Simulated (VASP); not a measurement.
# Ir (I4/mmm) in VASP: further runs

Runs on Ir. Level: PBEsol. Tasks: single point.

Everything below comes from runs of VASP 6.6.1. Logs are shortened: lines on timing, memory, paths and dates and some standing lists are left out, and cuts for length are marked.

### 1 The cell of the first run

It takes space group I4/mmm (No. 139, tetragonal). Conventional cell: a = 2.851 Å, b = 2.851 Å, c = 3.647 Å, α = 90.00°, β = 90.00°, γ = 90.00°. Within 3.6 Å of Ir (site symmetry 4/mmm) lie 12 Ir at 2.72 to 2.85 Å.

### 2 Single point, PBEsol (strain +0.050 along x and y, -0.050 along z)

INCAR

```
SYSTEM = Ir
PREC = Accurate
ENCUT = 520
EDIFF = 1E-6
ISMEAR = 0
SIGMA = 0.15
LREAL = .FALSE.
LASPH = .TRUE.
NELM = 80
ALGO = Normal
ISIF = 2
LWAVE = .FALSE.
LCHARG = .FALSE.
GGA = PS
NBANDS = 10
```

KPOINTS

```
regular mesh
0
G
  22 22 22
  0 0 0
```

POSCAR

```
Ir
1.0
    0.0000000000      2.0156850000      1.8237150000
    2.0156850000      0.0000000000      1.8237150000
    2.0156850000      2.0156850000      0.0000000000
Ir
1
Direct
    0.0000000000      0.0000000000      0.0000000000
```

Potentials or basis: VASP PAW PBE potentials, release 64 (Ir).

Launch:

```bash
$ cat potpaw_PBE.64/Ir/POTCAR > POTCAR
$ mpirun -np 1 vasp_std > vasp.out
```

OUTCAR:

```text
SYSTEM = Ir
   PREC = Accurate
   ENCUT = 520
   EDIFF = 1E-6
   ISMEAR = 0
   LREAL = .FALSE.
   LASPH = .TRUE.
   NELM = 80
   ISIF = 2
   GGA = PS

 ion  position               nearest neighbor table
   1  0.000  0.000  0.000-

  LATTYP: Found a body centered tetragonal cell.
 ALAT       =     2.8506090645
 C/A-ratio  =     1.2795265564

  Lattice vectors:

 A1 = (   0.0000000000,  -2.0156850000,  -1.8237150000)
 A2 = (   0.0000000000,   2.0156850000,  -1.8237150000)
 A3 = (   2.0156850000,   0.0000000000,   1.8237150000)

Analysis of symmetry for initial positions (statically):
=====================================================================
 Subroutine PRICEL returns:
 Original cell was already a primitive cell.

 Routine SETGRP: Setting up the symmetry group for a
 body centered tetragonal supercell.

 Subroutine GETGRP returns: Found 16 space group operations
 (whereof 16 operations were pure point group operations)
 out of a pool of 16 trial point group operations.

The static configuration has the point symmetry D_4h.

Analysis of symmetry for dynamics (positions and initial velocities):
=====================================================================
 Subroutine PRICEL returns:
 Original cell was already a primitive cell.

 Routine SETGRP: Setting up the symmetry group for a
 body centered tetragonal supercell.

 Subroutine GETGRP returns: Found 16 space group operations
 (whereof 16 operations were pure point group operations)
 out of a pool of 16 trial point group operations.

The dynamic configuration has the point symmetry D_4h.

 Subroutine INISYM returns: Found 16 space group operations
 (whereof 16 operations are pure point group operations),
 and found     1 'primitive' translations

----------------------------------------------------------------------------------------

                                     Primitive cell

  volume of cell :      14.8195

  direct lattice vectors                    reciprocal lattice vectors
     0.000000000  2.015685000  1.823715000    -0.248054632  0.248054632  0.274165645
     2.015685000  0.000000000  1.823715000     0.248054632 -0.248054632  0.274165645
     2.015685000  2.015685000  0.000000000     0.248054632  0.248054632 -0.274165645

  length of vectors
     2.718257240  2.718257240  2.850609064     0.445229156  0.445229156  0.445229156

  position of ions in fractional coordinates (direct lattice)
     0.000000000  0.000000000  0.000000000

[... 74 lines left out ...]
   NELM   =     80;   NELMIN=  2; NELMDL= -5     # of ELM steps
   EDIFF  = 0.1E-05   stopping-criterion for ELM
   LREAL  =      F    real-space projection
   EDIFFG = 0.1E-04   stopping-criterion for IOM
   NSW    =      0    number of steps for IOM
   IBRION =     -1    ionic relax: 0-MD 1-quasi-New 2-CG
   NFREE  =      0    steps in history (QN), initial steepest desc. (CG)
   ISIF   =      2    stress and relaxation
   ISYM   =      2    0-nonsym 1-usesym 2-fastsym
   POTIM  = 0.5000    time-step for ionic-motion
   TEBEG  =    0.0;   TEEND  =   0.0 temperature during run
   PSTRESS=    0.0 pullay stress
   NELECT =       9.0000    total number of electrons
   NUPDOWN=      -1.0000    fix difference up-down
   EMIN   =  10.00;   EMAX   =-10.00  energy-range for DOS
   EFERMI =   0.00;   METHOD = LEGACY
   ISMEAR =     0;   SIGMA  =   0.15  broadening in eV -4-tet -1-fermi 0-gaus
   EFERMI_NEDOS =   21; number of points for ismear=-14 and -15
   IALGO  =     38    algorithm
   IMIX   =      4    mixing-type and parameters
     AMIX     =   0.40;   BMIX     =  1.00
     AMIX_MAG =   1.60;   BMIX_MAG =  1.00
  volume/ion in A,a.u.               =      14.82       100.01
  Fermi-wavevector in a.u.,A,eV,Ry     =   1.386367  2.619854 26.150584  1.922014
  Thomas-Fermi vector in A             =   2.510690
   LORBIT       =      0    0 simple, 1 ext, 2 COOP (PROOUT), +10 PAW based schemes
   GGA     = PS    functional components
   LHFCALC =     F    Hartree Fock is set to
   AEXX    =    0.0000 exact exchange contribution
   IVDW    =     0    specifies the selected vdW correction
   LEPSILON=     F    determine dielectric tensor
   LRPA    =     F    only Hartree local field effects (RPA)
 non-spin polarized calculation
 Gauss-broadening in eV      SIGMA  =   0.15
  energy-cutoff  :      520.00
  volume of cell :       14.82
 maximum number of plane-waves:       426
   NGX = 11   NGY = 11   NGZ = 11

 number of electron       9.0000000 magnetization

 Free energy of the ion-electron system (eV)
  ---------------------------------------------------
  ext. energy  EPLUGINS =         0.00000000
  ---------------------------------------------------
  free energy    TOTEN  =        -9.68445066 eV

  energy without entropy =       -9.67115191  energy(sigma->0) =       -9.67780129

 E-fermi :   9.4093     XC(G=0): -13.8277

 val. band max:        9.4051628449   @ k =   0.4091   0.1364   0.0455
 cond. band min:       9.4119216621   @ k =  -0.2727   0.0909   0.3636
 fundamental gap:      0.0067588172
 Fermi energy:         9.4092607416

 k-point     1 :       0.0000    0.0000    0.0000
  band No.  band energies     occupation
      1      -1.2352      2.00000
      2       5.5198      2.00000
      3       5.5198      2.00000
      4       6.6473      2.00000
      5       7.5312      2.00000
      6       9.0038      1.99987
      7      24.0339      0.00000
      8      28.1859      0.00000
      9      28.1859      0.00000
     10      31.3527      0.00000
[... 287 lines left out ...]
 k-point    24 :      -0.4545    0.0455    0.0000
  band No.  band energies     occupation
      1       1.8853      2.00000
      2       5.1896      2.00000
      3       6.3439      2.00000
      4       8.2607      2.00000
      5      10.3394      0.00000
      6      10.4977      0.00000
      7      16.5587      0.00000
      8      23.4279      0.00000
      9      28.1267      0.00000
     10      29.7558      0.00000

 [... further k-points ...]
[... 5 lines left out ...]
  --------------------------------------------------------------------------------------
  -------------------------------------------------------------------------------------
  Total       -2.3420486     -2.3420486      0.4258961      0.0000000      0.0000000      0.0000000
  in kB     -253.2061194   -253.2061194     46.0449401      0.0000000      0.0000000      0.0000000
  external PRESSURE =    -153.4557663 kB  Pullay stress =       0.0000000 kB

 VOLUME and BASIS-vectors are now :
 -----------------------------------------------------------------------------
  energy-cutoff  :      520.00
  volume of cell :       14.82
      direct lattice vectors                 reciprocal lattice vectors
     0.000000000  2.015685000  1.823715000    -0.248054632  0.248054632  0.274165645
     2.015685000  0.000000000  1.823715000     0.248054632 -0.248054632  0.274165645
     2.015685000  2.015685000  0.000000000     0.248054632  0.248054632 -0.274165645

 POSITION                                       TOTAL-FORCE (eV/Angst)
 -----------------------------------------------------------------------------------
      0.00000      0.00000      0.00000         0.000000      0.000000      0.000000
 -----------------------------------------------------------------------------------
    total drift:                                0.000000     -0.000000      0.000000

  FREE ENERGIE OF THE ION-ELECTRON SYSTEM (eV)
  ---------------------------------------------------
  free  energy   TOTEN  =        -9.6844506636 eV

  energy  without entropy=       -9.6711519109  energy(sigma->0) =       -9.67780129
```

Run time: 65 s. Hardware: 1 thread of Intel Xeon 6975P-C, shared host; peak memory 0.25 GiB.

What came out:

```yaml
Free_energy: -9.6845 eV
Pressure: -15.3 GPa
```

Stress tensor (GPa, compression positive):
```
-25.32   0.00   0.00
  0.00 -25.32   0.00
  0.00   0.00   4.60
```

Levels at points of the mesh, in eV from the Fermi level:
| k point | band 1 | band 2 | band 3 | band 4 | band 5 | band 6 | band 7 | band 8 |
| --- | --- | --- | --- | --- | --- | --- | --- | --- |
| (0.00, 0.00, 0.00) | -10.64 | -3.89 | -3.89 | -2.76 | -1.88 | -0.41 | 14.62 | 18.78 |
| (0.50, 0.00, 0.00) | -7.60 | -4.30 | -2.95 | -0.62 | 0.49 | 1.24 | 6.90 | 13.78 |
| (0.50, 0.50, 0.00) | -7.26 | -6.91 | 0.82 | 1.45 | 1.45 | 3.17 | 10.31 | 10.31 |
| (0.50, 0.00, 0.50) | -7.42 | -6.69 | 0.73 | 0.80 | 1.06 | 1.85 | 9.09 | 11.68 |

Caveat: the cell differs from its parent crystal (strain +0.050 along x and y, -0.050 along z); the PAW data sets were made with another functional, which shifts forces and pressure a little; spin-orbit coupling is left out, which moves the levels of the heavy elements.

### 3 Single point, PBEsol (strain +0.050 along x and y, -0.025 along z)

INCAR

```
PREC = Accurate ; ENCUT = 520
EDIFF = 1E-6 ; ISMEAR = 0
SIGMA = 0.15 ; LREAL = False
LASPH = True ; NELM = 80
ALGO = Normal ; ISIF = 2
LWAVE = False ; LCHARG = False
GGA = PS ; NBANDS = 10
```

KPOINTS

```
regular mesh
0
Gamma
  22 22 22
```

POSCAR

```
Ir
1.0
    0.0000000000      2.0156850000      1.8717075000
    2.0156850000      0.0000000000      1.8717075000
    2.0156850000      2.0156850000      0.0000000000
Ir
1
Direct
    0.0000000000      0.0000000000      0.0000000000
```

Potentials or basis: VASP PAW PBE potentials, release 64 (Ir).

Launch:

```bash
$ cat potpaw_PBE.64/Ir/POTCAR > POTCAR
$ mpirun -np 1 vasp_std > vasp.out
```

Run time: 72 s. Hardware: 1 thread of Intel Xeon 6975P-C, shared host; peak memory 0.25 GiB.

Results (log left out):

```
Free energy : -9.6787 eV
Pressure    : -23.4 GPa
```

Stress tensor (GPa, compression positive):
```
-30.55   0.00   0.00
  0.00 -30.55   0.00
  0.00   0.00  -9.17
```

Levels at points of the mesh, in eV from the Fermi level:
```
           k point  band 1  band 2  band 3  band 4  band 5  band 6  band 7  band 8  band 9
(0.00, 0.00, 0.00)  -10.38   -3.69   -3.69   -2.86   -1.61   -0.53   14.57   18.93   18.93
(0.50, 0.00, 0.00)   -7.35   -3.99   -3.03   -0.56    0.55    1.08    6.60   13.88   18.50
(0.50, 0.50, 0.00)   -7.02   -6.62    0.77    1.37    1.37    2.75   10.49   10.49   10.82
(0.50, 0.00, 0.50)   -7.14   -6.49    0.74    0.89    1.24    1.67    8.96   11.52   12.21
```

Caveat: the cell differs from its parent crystal (strain +0.050 along x and y, -0.025 along z); the PAW data sets were made with another functional, which shifts forces and pressure a little; spin-orbit coupling is left out, which moves the levels of the heavy elements.
